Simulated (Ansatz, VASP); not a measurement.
## One calculation of CaC4O4, two programs

Contents of INCAR:

```
SYSTEM = CaC4O4
PREC = Accurate
ENCUT = 520
EDIFF = 1E-7
ISMEAR = 0
SIGMA = 0.1
LREAL = Auto
LASPH = .True.
NELM = 100
ALGO = Normal
ISIF = 2
LWAVE = .False.
LCHARG = .False.
GGA = PE
NBANDS = 65
```

The input KPOINTS:

```
Automatic mesh
0
Gamma
  4 4 4
  0 0 0
```

File POSCAR:

```
CaC4O4
1.0
   -3.4911290000      3.4911290000      5.1518030000
    3.4911290000     -3.4911290000      5.1518030000
    3.4911290000      3.4911290000     -5.1518030000
Ca C O
2 8 8
Direct
    0.5000000000      0.5000000000      0.0000000000
    0.2500000000      0.7500000000      0.5000000000
    0.0591470000      0.0591470000      0.0000000000
    0.8091470000      0.3091470000      0.5000000000
    0.6908530000      0.1908530000      0.5000000000
    0.9408530000      0.9408530000      0.0000000000
    0.1989575000      0.1989575000      0.0000000000
    0.9489575000      0.4489575000      0.5000000000
    0.5510425000      0.0510425000      0.5000000000
    0.8010425000      0.8010425000      0.0000000000
    0.2580055000      0.4177350000      0.1597295000
    0.1677350000      0.5080055000      0.6597295000
    0.8482760000      0.5080055000      0.3402705000
    0.2580055000      0.0982760000      0.8402705000
    0.4919945000      0.8322650000      0.3402705000
    0.5822650000      0.7419945000      0.8402705000
    0.9017240000      0.7419945000      0.1597295000
    0.4919945000      0.1517240000      0.6597295000
```

Input for Ansatz:

```yaml
crystal:
  lattice:
    - [-3.491129, 3.491129, 5.151803]
    - [3.491129, -3.491129, 5.151803]
    - [3.491129, 3.491129, -5.151803]
  atoms:
    - { symbol: Ca, position: [0.5, 0.5, 0.0] }
    - { symbol: Ca, position: [0.25, 0.75, 0.5] }
    - { symbol: C, position: [0.059147, 0.059147, 0.0] }
    - { symbol: C, position: [0.809147, 0.309147, 0.5] }
    - { symbol: C, position: [0.690853, 0.190853, 0.5] }
    - { symbol: C, position: [0.940853, 0.940853, 0.0] }
    - { symbol: C, position: [0.1989575, 0.1989575, 0.0] }
    - { symbol: C, position: [0.9489575, 0.4489575, 0.5] }
    - { symbol: C, position: [0.5510425, 0.0510425, 0.5] }
    - { symbol: C, position: [0.8010425, 0.8010425, 0.0] }
    - { symbol: O, position: [0.2580055, 0.417735, 0.1597295] }
    - { symbol: O, position: [0.167735, 0.5080055, 0.6597295] }
    - { symbol: O, position: [0.848276, 0.5080055, 0.3402705] }
    - { symbol: O, position: [0.2580055, 0.098276, 0.8402705] }
    - { symbol: O, position: [0.4919945, 0.832265, 0.3402705] }
    - { symbol: O, position: [0.582265, 0.7419945, 0.8402705] }
    - { symbol: O, position: [0.901724, 0.7419945, 0.1597295] }
    - { symbol: O, position: [0.4919945, 0.151724, 0.6597295] }
basis:
  ecutwfc: 420
kpoints:
  mp_grid: { grid: [4, 4, 4] }
hamiltonian:
  xc: pbe
scf:
  occupations: { method: gaussian, width: 0.1 }
output:
  forces: true
  stress: true
  eigenvalues: true
```

Alike in both runs: task single point; functional PBE; k mesh 4 × 4 × 4; occupations gaussian, width 0.1 eV; no spin polarisation.

|  | VASP | Ansatz |
| --- | --- | --- |
| version | VASP 6.6.1 | Ansatz 0.2.0 |
| potentials or method | VASP PAW PBE potentials, release 64 (Ca_sv, C, O), cutoff 520 eV | scalar-relativistic, plane waves, PAW |
| valence electrons in the cell | 100 | 100 |

```tsv
	VASP	Ansatz	Ansatz less VASP
gap on the k mesh at the Fermi level (eV)	3.78	3.79	+0.010
least direct gap on the mesh (eV)	3.83	3.84	+0.010
pressure (GPa)	0.0	-0.6	-0.63
traceless stress, the component that is largest in VASP (GPa)	-0.07	0.08	+0.150
rms of the force components (eV/Å)	0.054	0.154	+0.0997
```

Atom by atom the forces differ by 0.135 eV/Å (rms over components). One of these differences is far larger than is usual between the two programs; its cause wasn't traced. The functional is the same, so the differences come from potentials, cutoffs and numerics.

Noted on VASP's run: the standard files for N, O and F lose accuracy on very short bonds.
